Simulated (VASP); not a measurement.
Set up this calculation in VASP 6.6.1, as the native input.

| Quantity | Value |
| --- | --- |
| Task | single point |
| Functional | PBE |
| Dispersion | D3(BJ) |
| Potentials or basis | VASP PAW PBE potentials, release 64 (F_h, H_h, S, C_h) |
| Cutoff | 910 eV |
| k mesh | 1 × 1 × 1 |
| Occupations | fermi-dirac, width 0.05 eV |
| Spin | no spin polarisation |
| Dipole correction | no |
| Second run | hard_potentials |
| Further INCAR settings | LREAL = Auto; ALGO = Normal; EDIFF = 1e-06; NBANDS = 64 |

The structure of HCS2F lies in POSCAR:

```
HCS2F
1.0
    7.8427630000      0.0000000000      0.0000000000
    0.0000000000      7.8427630000      0.0000000000
    0.0000000000      0.0000000000      7.8427630000
F H S C
4 4 8 4
Direct
   -0.0932324488      0.2407059859      0.7661585592
    0.7533952001      0.3173626438      1.0262327193
    0.8482469762      0.4638033815      0.3069326461
    0.4628598365      0.7624736333      0.1806888720
   -0.0715564145      0.3457709993      0.7093545986
    0.8173777532      0.2875262200      0.9302971415
    0.8335710259      0.3770482418      0.2156637909
    0.5637426504      0.7195678360      0.1280926123
    0.9046046655      0.9438382876      0.4437721757
    1.1032718954      1.1276510587      0.1564244642
    0.5108021242      0.2154725318      0.3808351725
    0.3400842280      0.0996205036      0.7172727265
    0.2515057512      0.7010794538      0.8562161065
    0.1308977461      0.4879657845      0.5404090370
    0.8387222717      0.6875765594      0.9991886788
    0.6215411584      0.6153953651      0.6752084693
    1.0123473067      1.0175623055      0.2947940668
    0.4399214920      0.1517322403      0.5552507452
    0.1903155814      0.5987940730      0.6988990997
    0.7309796305      0.6623686066      0.8342340576
```

These files were run (other wordings do the same):

INCAR

```
  ALGO = Normal
  EDIFF = 1E-6
  ENCUT = 910
  GGA = PE
  GGA_COMPAT = False
  ISIF = 2
  ISMEAR = -1
  IVDW = 12
  LASPH = True
  LCHARG = False
  LREAL = Auto
  LWAVE = False
  NBANDS = 64
  NELM = 120
  PREC = Accurate
  SIGMA = 0.05
```

KPOINTS

```
k-points
0
Gamma
  1 1 1
```

Potentials or basis: VASP PAW PBE potentials, release 64 (F_h, H_h, S, C_h).

The run is started by

```console
$ cat potpaw_PBE.64/F_h/POTCAR potpaw_PBE.64/H_h/POTCAR potpaw_PBE.64/S/POTCAR potpaw_PBE.64/C_h/POTCAR > POTCAR
$ mpirun -np 1 vasp_gam > vasp.out
```

It gave:

```
Pressure                   : -0.2 GPa
Largest force              : 1.805 eV/Å
Band gap on the k mesh     : 3.17 eV
Dispersion energy per atom : -0.085 eV
```

Caveat: the k points lie up to 0.80 Å⁻¹ apart; the cutoff is under 1.25 times the usual one of these potentials, so pressure, stress and relaxed cells hold a basis-set (Pulay) error.

It took 2.3 min on 1 thread of Intel(R) Xeon(R) Platinum 8559C (Emerald Rapids), on a shared host, peak memory 0.94 GiB.
